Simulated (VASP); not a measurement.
# FeSi (P2_13) in VASP: notebook

Aim: see how the results for FeSi move with the level of theory and the settings. Levels: LDA, PBE, PBEsol. Tasks: single point.

Everything below comes from runs of VASP 6.6.1. Logs are shortened: lines on timing, memory, paths and dates and some standing lists are left out, and cuts for length are marked.

### Step 1. The cell of the first run

Symmetry: P2_13, No. 198, cubic system. The conventional cell has a = 4.369 Å, b = 4.369 Å, c = 4.369 Å, α = 90.00°, β = 90.00°, γ = 90.00°. Within 3.0 Å of Fe (site symmetry 3) lie 7 Si at 2.24 to 2.45 Å and 6 Fe at 2.68 Å. Within 3.0 Å of Si (site symmetry 3) lie 7 Fe at 2.24 to 2.45 Å and 6 Si at 2.71 Å.

### Step 2. Single point, LDA

The input, INCAR:

```
SYSTEM = FeSi
PREC = Accurate ; ENCUT = 520
EDIFF = 1E-6 ; ISMEAR = -1
SIGMA = 0.02 ; LREAL = .FALSE.
LASPH = .TRUE. ; NELM = 60
ALGO = Normal ; ISIF = 2
LWAVE = .FALSE. ; LCHARG = .FALSE.
NBANDS = 34
```

The input, KPOINTS:

```
regular mesh
0
G
  6 6 6
  0 0 0
```

The input, POSCAR:

```
FeSi
1.0
    4.3689610796      0.0000000000      0.0000000000
    0.0000000000      4.3689610796      0.0000000000
    0.0000000000      0.0000000000      4.3689610796
Fe Si
4 4
Direct
    0.1368281569      0.1368281569      0.1368281569
    0.3631718431      0.8631718431      0.6368281569
    0.6368281569      0.3631718431      0.8631718431
    0.8631718431      0.6368281569      0.3631718431
    0.8408270028      0.8408270028      0.8408270028
    0.6591729972      0.1591729972      0.3408270028
    0.3408270028      0.6591729972      0.1591729972
    0.1591729972      0.3408270028      0.6591729972
```

Potentials or basis: VASP PAW LDA potentials, release 64 (Fe, Si).

On the command line:

```
> cat potpaw_LDA.64/Fe/POTCAR potpaw_LDA.64/Si/POTCAR > POTCAR
> mpirun -np 1 vasp_std > vasp.out
```

OUTCAR:

```text
SYSTEM = FeSi
   PREC = Accurate
   ENCUT = 520
   EDIFF = 1E-6
   ISMEAR = -1
   LREAL = .FALSE.
   LASPH = .TRUE.
   NELM = 60
   ISIF = 2

 ion  position               nearest neighbor table
   1  0.137  0.137  0.137-   5 2.24   6 2.27   7 2.27   8 2.27   7 2.45   8 2.45   6 2.45   3 2.68
                             4 2.68   2 2.68   2 2.68   4 2.68   3 2.68
   2  0.363  0.863  0.637-   6 2.24   5 2.27   7 2.27   8 2.27   7 2.45   8 2.45   5 2.45   1 2.68
                             1 2.68   3 2.68   3 2.68   4 2.68   4 2.68
   3  0.637  0.363  0.863-   7 2.24   6 2.27   5 2.27   8 2.27   8 2.45   6 2.45   5 2.45   1 2.68
                             4 2.68   2 2.68   2 2.68   4 2.68   1 2.68
   4  0.863  0.637  0.363-   8 2.24   6 2.27   7 2.27   5 2.27   6 2.45   5 2.45   7 2.45   1 2.68
                             3 2.68   2 2.68   1 2.68   2 2.68   3 2.68
   5  0.841  0.841  0.841-   1 2.24   2 2.27   3 2.27   4 2.27   3 2.45   4 2.45   2 2.45   6 2.71
                             7 2.71   8 2.71   6 2.71   8 2.71   7 2.71
   6  0.659  0.159  0.341-   2 2.24   1 2.27   3 2.27   4 2.27   3 2.45   4 2.45   1 2.45   8 2.71
                             5 2.71   5 2.71   7 2.71   7 2.71   8 2.71
   7  0.341  0.659  0.159-   3 2.24   2 2.27   1 2.27   4 2.27   4 2.45   2 2.45   1 2.45   8 2.71
                             5 2.71   8 2.71   6 2.71   6 2.71   5 2.71
   8  0.159  0.341  0.659-   4 2.24   2 2.27   3 2.27   1 2.27   2 2.45   1 2.45   3 2.45   7 2.71
                             5 2.71   7 2.71   5 2.71   6 2.71   6 2.71

  LATTYP: Found a simple cubic cell.
 ALAT       =     4.3689610796

  Lattice vectors:

 A1 = (   4.3689610796,   0.0000000000,   0.0000000000)
 A2 = (   0.0000000000,   4.3689610796,   0.0000000000)
 A3 = (   0.0000000000,   0.0000000000,   4.3689610796)

Analysis of symmetry for initial positions (statically):
=====================================================================
 Subroutine PRICEL returns:
 Original cell was already a primitive cell.

 Routine SETGRP: Setting up the symmetry group for a
 simple cubic supercell.

 Subroutine GETGRP returns: Found 12 space group operations
 (whereof  3 operations were pure point group operations)
 out of a pool of 48 trial point group operations.

The static configuration has the point symmetry C_3 .
 The point group associated with its full space group is T   .

Analysis of symmetry for dynamics (positions and initial velocities):
=====================================================================
 Subroutine PRICEL returns:
 Original cell was already a primitive cell.

 Routine SETGRP: Setting up the symmetry group for a
 simple cubic supercell.

 Subroutine GETGRP returns: Found 12 space group operations
 (whereof  3 operations were pure point group operations)
 out of a pool of 48 trial point group operations.

The dynamic configuration has the point symmetry C_3 .
 The point group associated with its full space group is T   .

 Subroutine INISYM returns: Found 12 space group operations
 (whereof  3 operations are pure point group operations),
 and found     1 'primitive' translations

----------------------------------------------------------------------------------------

                                     Primitive cell

  volume of cell :      83.3939

  direct lattice vectors                    reciprocal lattice vectors
     4.368961080  0.000000000  0.000000000     0.228887367  0.000000000  0.000000000
     0.000000000  4.368961080  0.000000000     0.000000000  0.228887367  0.000000000
     0.000000000  0.000000000  4.368961080     0.000000000  0.000000000  0.228887367

  length of vectors
     4.368961080  4.368961080  4.368961080     0.228887367  0.228887367  0.228887367

  position of ions in fractional coordinates (direct lattice)
     0.136828157  0.136828157  0.136828157
     0.363171843  0.863171843  0.636828157
     0.636828157  0.363171843  0.863171843
     0.863171843  0.636828157  0.363171843
     0.840827003  0.840827003  0.840827003
     0.659172997  0.159172997  0.340827003
     0.340827003  0.659172997  0.159172997
     0.159172997  0.340827003  0.659172997

  ion indices of the primitive-cell ions
   primitive index   ion index
                 1           1
                 2           2
                 3           3
                 4           4
                 5           5
                 6           6
                 7           7
                 8           8

----------------------------------------------------------------------------------------

 KPOINTS: regular mesh

Automatic generation of k-mesh.
 Grid dimensions read from file:
 generate k-points for:    6    6    6

 Generating k-lattice:

  Cartesian coordinates                     Fractional coordinates (reciprocal lattice)
     0.038147895  0.000000000  0.000000000     0.166666667  0.000000000  0.000000000
[... 40 lines left out ...]
   LASPH  =      T    aspherical Exc in radial PAW
   ENCUT  =  520.0 eV  38.22 Ry    6.18 a.u.   8.12  8.12  8.12*2*pi/ulx,y,z
   NELM   =     60;   NELMIN=  2; NELMDL= -5     # of ELM steps
   EDIFF  = 0.1E-05   stopping-criterion for ELM
   LREAL  =      F    real-space projection
[... 7 lines left out ...]
   TEBEG  =    0.0;   TEEND  =   0.0 temperature during run
   PSTRESS=    0.0 pullay stress
   NELECT =      48.0000    total number of electrons
   NUPDOWN=      -1.0000    fix difference up-down
   EMIN   =  10.00;   EMAX   =-10.00  energy-range for DOS
   EFERMI =   0.00;   METHOD = LEGACY
   ISMEAR =    -1;   SIGMA  =   0.02  broadening in eV -4-tet -1-fermi 0-gaus
   EFERMI_NEDOS =   21; number of points for ismear=-14 and -15
   IALGO  =     38    algorithm
   IMIX   =      4    mixing-type and parameters
     AMIX     =   0.40;   BMIX     =  1.00
     AMIX_MAG =   1.60;   BMIX_MAG =  1.00
  volume/ion in A,a.u.               =      10.42        70.35
  Fermi-wavevector in a.u.,A,eV,Ry     =   1.361791  2.573411 25.231654  1.854474
  Thomas-Fermi vector in A             =   2.488336
   LORBIT       =      0    0 simple, 1 ext, 2 COOP (PROOUT), +10 PAW based schemes
   GGA     = CA    functional components
   LHFCALC =     F    Hartree Fock is set to
   AEXX    =    0.0000 exact exchange contribution
   IVDW    =     0    specifies the selected vdW correction
   LEPSILON=     F    determine dielectric tensor
   LRPA    =     F    only Hartree local field effects (RPA)
 non-spin polarized calculation
  energy-cutoff  :      520.00
  volume of cell :       83.39
 maximum number of plane-waves:      2272
   NGX = 17   NGY = 17   NGZ = 17

 number of electron      47.9999998 magnetization

 Free energy of the ion-electron system (eV)
  ---------------------------------------------------
  ext. energy  EPLUGINS =         0.00000000
  ---------------------------------------------------
  free energy    TOTEN  =       -66.55493664 eV

  energy without entropy =      -66.55286072  energy(sigma->0) =      -66.55389868

 E-fermi :  10.4276     XC(G=0): -13.2371

 val. band max:       10.3567191981   @ k =   0.1667   0.1667   0.1667
 cond. band min:      10.4995572615   @ k =   0.3333   0.1667   0.1667
 fundamental gap:      0.1428380634
 Fermi energy:        10.4275618283

 k-point     1 :       0.0000    0.0000    0.0000
  band No.  band energies     occupation
      1      -3.2281      2.00000
      2       2.2828      2.00000
      3       2.2828      2.00000
      4       2.2828      2.00000
      5       5.1280      2.00000
      6       5.1280      2.00000
[... 26 lines left out ...]
     33      14.9623      0.00000
     34      14.9623      0.00000

 k-point     2 :       0.1667    0.0000    0.0000
  band No.  band energies     occupation
      1      -3.0136      2.00000
      2       1.2060      2.00000
      3       2.4022      2.00000
      4       3.0285      2.00000
      5       4.5182      2.00000
      6       5.2573      2.00000
[... 26 lines left out ...]
     33      15.1598      0.00000
     34      15.1966      0.00000
[... 775 lines left out ...]
     33      16.8703      0.00000
     34      16.8703      0.00000

 k-point    24 :       0.5000    0.5000    0.5000
  band No.  band energies     occupation
      1       1.0654      2.00000
      2       1.0654      2.00000
      3       1.0654      2.00000
      4       1.0654      2.00000
      5       3.6860      2.00000
      6       3.6860      2.00000
[... 26 lines left out ...]
     33      16.8237      0.00000
     34      16.8237      0.00000

------------------------ aborting loop because EDIFF is reached ----------------------------------------

  FORCE on cell =-STRESS in cart. coord.  units (eV):
  Direction    XX          YY          ZZ          XY          YZ          ZX
  --------------------------------------------------------------------------------------
  -------------------------------------------------------------------------------------
  Total        0.4495433      0.4495433      0.4495433      0.0000000     -0.0000000      0.0000000
  in kB        8.6366954      8.6366954      8.6366954      0.0000000     -0.0000000      0.0000000
  external PRESSURE =       8.6366954 kB  Pullay stress =       0.0000000 kB

 VOLUME and BASIS-vectors are now :
 -----------------------------------------------------------------------------
  energy-cutoff  :      520.00
  volume of cell :       83.39
      direct lattice vectors                 reciprocal lattice vectors
     4.368961080  0.000000000  0.000000000     0.228887367  0.000000000  0.000000000
     0.000000000  4.368961080  0.000000000     0.000000000  0.228887367  0.000000000
     0.000000000  0.000000000  4.368961080     0.000000000  0.000000000  0.228887367

 POSITION                                       TOTAL-FORCE (eV/Angst)
 -----------------------------------------------------------------------------------
      0.59780      0.59780      0.59780         0.028480      0.028480      0.028480
      1.58668      3.77116      2.78228        -0.028480     -0.028480      0.028480
      2.78228      1.58668      3.77116         0.028480     -0.028480     -0.028480
      3.77116      2.78228      1.58668        -0.028480      0.028480     -0.028480
      3.67354      3.67354      3.67354         0.004297      0.004297      0.004297
      2.87990      0.69542      1.48906        -0.004297     -0.004297      0.004297
      1.48906      2.87990      0.69542         0.004297     -0.004297     -0.004297
      0.69542      1.48906      2.87990        -0.004297      0.004297     -0.004297
 -----------------------------------------------------------------------------------
    total drift:                                0.000000     -0.000000     -0.000000

  FREE ENERGIE OF THE ION-ELECTRON SYSTEM (eV)
  ---------------------------------------------------
  free  energy   TOTEN  =       -66.5549366414 eV

  energy  without entropy=      -66.5528607249  energy(sigma->0) =      -66.55389868
```

Run time: 98 s. Hardware: 1 thread of AMD EPYC 7R13, shared host; peak memory 0.19 GiB.

What came out:

* Free energy: -66.5549 eV
* Pressure: 0.9 GPa
* Largest force: 0.049 eV/Å
* Band gap on the k mesh: 0.14 eV (least direct gap 0.16 eV)

Forces in eV/Å, atoms in the order of the input:
```
Fe   0.028  0.028  0.028
Fe  -0.028 -0.028  0.028
Fe   0.028 -0.028 -0.028
Fe  -0.028  0.028 -0.028
Si   0.004  0.004  0.004
Si  -0.004 -0.004  0.004
Si   0.004 -0.004 -0.004
Si  -0.004  0.004 -0.004
```

### Step 3. Single point, PBE

This run uses another cell than the first one, of 10.67 Å³/atom.

The input, INCAR:

```
ALGO     = Normal         # electronic algorithm
EDIFF    = 1E-6           # SCF threshold, eV
ENCUT    = 520            # plane-wave cutoff, eV
GGA      = PE             # functional
ISIF     = 2              # what is computed and relaxed
ISMEAR   = -1             # smearing method
LASPH    = True           # aspherical terms in the spheres
LCHARG   = False          # write CHGCAR
LREAL    = False          # projectors in reciprocal space
LWAVE    = False          # write WAVECAR
NBANDS   = 34             # bands
NELM     = 60             # most SCF steps
PREC     = Accurate       # precision mode
SIGMA    = 0.02           # smearing width, eV
```

The input, KPOINTS:

```
k-points
0
Gamma
  6 6 6
```

The input, POSCAR:

```
FeSi
1.0
    4.4030528965      0.0000000000      0.0000000000
    0.0000000000      4.4030528965      0.0000000000
    0.0000000000      0.0000000000      4.4030528965
Fe Si
4 4
Direct
    0.1366600333      0.1366600333      0.1366600333
    0.3633399667      0.8633399667      0.6366600333
    0.6366600333      0.3633399667      0.8633399667
    0.8633399667      0.6366600333      0.3633399667
    0.8411319742      0.8411319742      0.8411319742
    0.6588680258      0.1588680258      0.3411319742
    0.3411319742      0.6588680258      0.1588680258
    0.1588680258      0.3411319742      0.6588680258
```

Potentials or basis: VASP PAW PBE potentials, release 64 (Fe, Si).

On the command line:

```
> cat potpaw_PBE.64/Fe/POTCAR potpaw_PBE.64/Si/POTCAR > POTCAR
> mpirun -np 1 vasp_std > vasp.out
```

Run time: 2.4 min. Hardware: 1 thread of AMD EPYC 7R13, shared host; peak memory 0.23 GiB.

The run converged. Its results:

```yaml
Free_energy: -58.7221 eV
Pressure: 7.5 GPa
Largest_force: 0.104 eV/Å
Band_gap_on_the_k_mesh: 0.18 eV
```

Forces on the atoms (eV/Å):
```
Fe   0.060  0.060  0.060
Fe  -0.060 -0.060  0.060
Fe   0.060 -0.060 -0.060
Fe  -0.060  0.060 -0.060
Si   0.010  0.010  0.010
Si  -0.010 -0.010  0.010
Si   0.010 -0.010 -0.010
Si  -0.010  0.010 -0.010
```

Levels at points of the mesh, in eV from the valence-band top:
```csv
k point,band 20,band 21,band 22,band 23,band 24,band 25,band 26,band 27,band 28,band 29
"(0.00, 0.00, 0.00)",-0.29,-0.29,-0.29,-0.04,-0.04,0.70,0.70,0.70,3.19,3.19
"(0.50, 0.00, 0.00)",-1.29,-0.39,-0.39,0.00,0.00,0.21,0.21,1.79,1.79,2.35
"(0.50, 0.50, 0.00)",-1.31,-1.05,-1.05,-0.37,-0.37,0.67,0.67,1.37,1.37,2.85
"(0.50, 0.50, 0.50)",-0.76,-0.69,-0.69,-0.69,-0.69,0.53,0.53,0.53,0.53,5.86
```

Caveat: the cell stands under pressure. Spin polarisation is off, so any magnetic state and its effect on volume and gap are missing.

### Step 4. Single point, LDA

This run uses another cell than the first one, of 10.67 Å³/atom.

The input, INCAR:

```
SYSTEM = FeSi
PREC = Accurate
ENCUT = 520
EDIFF = 1E-7
ISMEAR = 0
SIGMA = 0.01
LREAL = .False.
LASPH = .True.
NELM = 80
ALGO = Normal
ISIF = 2
LWAVE = .False.
LCHARG = .True.
GGA = CA
LELF = .True.
LVHAR = .True.
NBANDS = 34
```

The input, KPOINTS:

```
Automatic mesh
0
Gamma
  6 6 6
  0 0 0
```

POSCAR is that of step 3.

Potentials or basis: VASP PAW LDA potentials, release 64 (Fe, Si).

On the command line:

```
> cat potpaw_LDA.64/Fe/POTCAR potpaw_LDA.64/Si/POTCAR > POTCAR
> mpirun -np 1 vasp_std > vasp.out
```

Run time: 2.7 min. Hardware: 1 thread of AMD EPYC 7R13, shared host; peak memory 0.2 GiB.

The run converged. Its results:

| Property | Result |
| --- | --- |
| Free energy | -66.5274 eV |
| Pressure | -5.1 GPa |
| Largest force | 0.083 eV/Å |
| Band gap on the k mesh | 0.13 eV (least direct gap 0.15 eV) |

Forces on the atoms (eV/Å):
```
Fe  -0.017 -0.017 -0.017
Fe   0.017  0.017 -0.017
Fe  -0.017  0.017  0.017
Fe   0.017 -0.017  0.017
Si  -0.048 -0.048 -0.048
Si   0.048  0.048 -0.048
Si  -0.048  0.048  0.048
Si   0.048 -0.048  0.048
```

Levels at points of the mesh, in eV from the valence-band top:
```tsv
k point	band 22	band 23	band 24	band 25	band 26	band 27
(0.00, 0.00, 0.00)	-0.28	-0.03	-0.03	0.67	0.67	0.67
(0.50, 0.00, 0.00)	-0.38	-0.01	-0.01	0.18	0.18	1.78
(0.50, 0.50, 0.00)	-1.05	-0.36	-0.36	0.65	0.65	1.34
(0.50, 0.50, 0.50)	-0.68	-0.68	-0.68	0.48	0.48	0.48
```

Caveat: the cell stands under tension. Spin polarisation is off, so any magnetic state and its effect on volume and gap are missing.

### Step 5. Single point, PBEsol

This run uses another cell than the first one, of 10.67 Å³/atom.

The input, INCAR:

```
SYSTEM = FeSi
  ALGO = Normal
  EDIFF = 1E-6
  ENCUT = 520
  GGA = PS
  ISIF = 2
  ISMEAR = -1
  LASPH = .True.
  LCHARG = .True.
  LELF = .True.
  LREAL = .False.
  LVHAR = .True.
  LWAVE = .False.
  NBANDS = 34
  NELM = 80
  PREC = Accurate
  SIGMA = 0.02
```

The input, KPOINTS:

```
k-points
0
Gamma
  6 6 6
  0 0 0
```

The input, POSCAR:

```
FeSi
1.0
    4.4035177954      0.0000000000      0.0000000000
    0.0000000000      4.4035177954      0.0000000000
    0.0000000000      0.0000000000      4.4035177954
Fe Si
4 4
Direct
    0.1368656077      0.1368656077      0.1368656077
    0.3631343923      0.8631343923      0.6368656077
    0.6368656077      0.3631343923      0.8631343923
    0.8631343923      0.6368656077      0.3631343923
    0.8410002220      0.8410002220      0.8410002220
    0.6589997780      0.1589997780      0.3410002220
    0.3410002220      0.6589997780      0.1589997780
    0.1589997780      0.3410002220      0.6589997780
```

Potentials or basis: VASP PAW PBE potentials, release 64 (Fe, Si).

On the command line:

```
> cat potpaw_PBE.64/Fe/POTCAR potpaw_PBE.64/Si/POTCAR > POTCAR
> mpirun -np 1 vasp_std > vasp.out
```

It took 2.4 min on 1 thread of AMD EPYC 7R13, shared host; peak memory 0.23 GiB.

It converged, with:

```
Free energy            : -63.8222 eV
Pressure               : 0.6 GPa
Largest force          : 0.047 eV/Å
Band gap on the k mesh : 0.16 eV
```

Forces in eV/Å, atoms in the order of the input:
```
Fe   0.027  0.027  0.027
Fe  -0.027 -0.027  0.027
Fe   0.027 -0.027 -0.027
Fe  -0.027  0.027 -0.027
Si   0.004  0.004  0.004
Si  -0.004 -0.004  0.004
Si   0.004 -0.004 -0.004
Si  -0.004  0.004 -0.004
```

Levels at points of the mesh, in eV from the valence-band top:
```csv
k point,band 20,band 21,band 22,band 23,band 24,band 25,band 26,band 27,band 28,band 29
"(0.00, 0.00, 0.00)",-0.28,-0.28,-0.28,-0.03,-0.03,0.69,0.69,0.69,3.21,3.21
"(0.50, 0.00, 0.00)",-1.29,-0.38,-0.38,0.00,0.00,0.19,0.19,1.78,1.78,2.36
"(0.50, 0.50, 0.00)",-1.32,-1.05,-1.05,-0.36,-0.36,0.66,0.66,1.36,1.36,2.86
"(0.50, 0.50, 0.50)",-0.76,-0.68,-0.68,-0.68,-0.68,0.50,0.50,0.50,0.50,5.86
```

Caveat: the PAW data sets were made with another functional, which shifts forces and pressure a little. Spin polarisation is off, so any magnetic state and its effect on volume and gap are missing.

### Step 6. The runs side by side

| level | potentials or basis | cell | smearing | gap on the mesh (eV) | pressure (GPa) | largest force (eV/Å) |
| --- | --- | --- | --- | --- | --- | --- |
| LDA | VASP PAW LDA potentials, release 64 (Fe, Si) | a = 4.369 Å, 8 atoms, atomic positions A | fermi-dirac 0.02 eV | 0.14 | 0.9 | 0.05 |
| PBE | VASP PAW PBE potentials, release 64 (Fe, Si) | a = 4.403 Å, 8 atoms, atomic positions B | fermi-dirac 0.02 eV | 0.18 | 7.5 | 0.10 |
| LDA | VASP PAW LDA potentials, release 64 (Fe, Si) | a = 4.403 Å, 8 atoms, atomic positions B | gaussian 0.01 eV | 0.13 | -5.1 | 0.08 |
| PBEsol | VASP PAW PBE potentials, release 64 (Fe, Si) | a = 4.404 Å, 8 atoms, atomic positions C | fermi-dirac 0.02 eV | 0.16 | 0.6 | 0.05 |

Alike in all rows: task single point; no spin polarisation; k mesh 6 × 6 × 6; cutoff (eV) 520.

Caveats: the cell stands under pressure (at least some runs); the cell stands under tension (at least some runs); the PAW data sets were made with another functional, which shifts forces and pressure a little (at least some runs).

Absolute energies hang on the potentials; compare differences alone.
